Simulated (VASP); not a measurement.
# PbO: single point with PBE

PbO:

```
CELL_PARAMETERS angstrom
3.67234 0.00000 0.00000
-1.83617 3.18034 0.00000
0.00000 0.00000 6.41214
ATOMIC_POSITIONS crystal
Pb 0.33333 0.66667 0.25000
Pb 0.66667 0.33333 0.75000
O 0.00000 0.00000 0.00000
O 0.00000 0.00000 0.50000
```

```
Program                : VASP 6.6.1
Task                   : single point
Functional             : PBE
Potentials or basis    : VASP PAW PBE potentials, release 64 (Pb_d, O)
Cutoff                 : 520 eV
k mesh                 : 10 × 10 × 6
Occupations            : gaussian, width 0.05 eV
Spin                   : no spin polarisation
Dipole correction      : no
Further INCAR settings : ALGO = Normal; EDIFF = 1e-06; NBANDS = 28
```

* Pressure: -3.1 GPa
* Band gap on the k mesh: 0.25 eV (least direct gap 0.32 eV)

Levels at points of the mesh, in eV from the valence-band top:
| k point | band 18 | band 19 | band 20 | band 21 | band 22 | band 23 |
| --- | --- | --- | --- | --- | --- | --- |
| (0.00, 0.00, 0.00) | -1.65 | -1.65 | 0.00 | 0.40 | 5.41 | 5.41 |
| (0.50, 0.00, 0.00) | -1.74 | -1.33 | -0.19 | 0.25 | 3.40 | 3.80 |
| (0.00, 0.00, 0.50) | -1.83 | -1.61 | -1.61 | 3.76 | 3.76 | 6.48 |
| (0.50, 0.00, 0.50) | -2.36 | -1.52 | -1.52 | 1.83 | 1.83 | 5.45 |

Run time: 96 s on 1 thread of Intel(R) Xeon(R) Platinum 8488C (Sapphire Rapids), on a shared host, peak memory 0.24 GiB.

Caveat: the cell stands under tension; spin-orbit coupling is left out, which moves the levels of the heavy elements. A k mesh can miss the band edges.
